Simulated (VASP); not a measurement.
# Ge: single point with PBEsol

The system is Ge.

```xyz
4
Lattice="3.9489 0.0000 0.0000 -1.9745 3.4199 0.0000 0.0000 0.0000 6.2493" Properties=species:S:1:pos:R:3 pbc="T T T"
Ge    0.0000    0.0000    0.4446
Ge    0.0000    0.0000    3.5693
Ge    0.0000    2.2799    5.1316
Ge    1.9745    1.1400    2.0070
```

This cell differs from its parent crystal: strain +0.040 along x and y, +0.000 along z.

```yaml
Program: VASP 6.6.1
Task: single point
Functional: PBEsol
Potentials_or_basis: VASP PAW PBE potentials, release 64 (Ge_d)
Cutoff: 520 eV
k_mesh: 12 × 12 × 8
Occupations: gaussian, width 0.15 eV
Spin: no spin polarisation
```

- Pressure: -4.4 GPa
- Band gap on the k mesh: zero (bands 28 and 29 overlap by 4.05 eV)

Stress tensor (GPa, compression positive):
```
-4.34  0.00  0.00
 0.00 -4.34  0.00
 0.00  0.00 -4.54
```

Levels at points of the mesh, in eV from the Fermi level:
| k point | band 26 | band 27 | band 28 | band 29 | band 30 | band 31 |
| --- | --- | --- | --- | --- | --- | --- |
| (0.00, 0.00, 0.00) | -0.64 | 0.97 | 0.97 | 1.04 | 1.50 | 2.52 |
| (0.50, 0.00, 0.00) | -3.83 | -2.70 | 0.73 | 1.09 | 1.22 | 1.49 |
| (0.00, 0.00, 0.50) | 0.06 | 0.06 | 0.06 | 0.61 | 0.61 | 3.19 |
| (0.50, 0.00, 0.50) | -1.79 | -1.71 | -1.71 | -0.98 | -0.98 | 3.00 |

It took 2.9 min on 1 thread of AMD EPYC 9R45 96-Core Processor (Zen 5) (shared host), peak memory 0.29 GiB.

Caveat: the cell differs from its parent crystal (strain +0.040 along x and y, +0.000 along z); the cell stands under tension; the PAW data sets were made with another functional, which shifts forces and pressure a little.
